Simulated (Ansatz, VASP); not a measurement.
# Two plane-wave programs on SiC

```
Si C
1.0
     1.53946   -2.66700    0.00000
     1.53946    2.66700    0.00000
     0.00000    0.00000   15.10714
Si C
6 6
Direct
  0.16669 0.83331 0.35765
  0.83331 0.16669 0.85765
  0.49995 0.50005 0.02451
  0.50005 0.49995 0.52451
  0.83330 0.16670 0.19123
  0.16670 0.83330 0.69123
  0.49996 0.50004 0.14985
  0.50004 0.49996 0.64985
  0.16671 0.83329 0.48267
  0.83329 0.16671 0.98267
  0.83335 0.16665 0.31621
  0.16665 0.83335 0.81621
```

Alike in both runs: functional PBEsol; k mesh 8 × 8 × 2; occupations gaussian, width 0.1 eV; no spin polarisation.

Ansatz relaxed the structure, and its values are those at the end. VASP's run is a single point on that final structure, the one shown.

|  | VASP | Ansatz |
| --- | --- | --- |
| version | VASP 6.6.1 | Ansatz 0.2.0 |
| potentials or method | VASP PAW PBE potentials, release 64 (Si, C), cutoff 520 eV | scalar-relativistic, plane waves, PAW |
| valence electrons in the cell | 48 | 48 |

Ansatz gave:

```
gap on the k mesh at the Fermi level (eV) : 1.92
least direct gap on the mesh (eV)         : 3.02
pressure (GPa)                            : -0.1
rms of the force components (eV/Å)        : 0.008
```

Estimate VASP's values.

gap on the k mesh at the Fermi level (eV): 1.91; least direct gap on the mesh (eV): 3.01; pressure (GPa): 0.3; rms of the force components (eV/Å): 0.008.

VASP's potentials were made for PBE, not for PBEsol. The functional is the same, so the differences come from potentials, cutoffs and numerics.
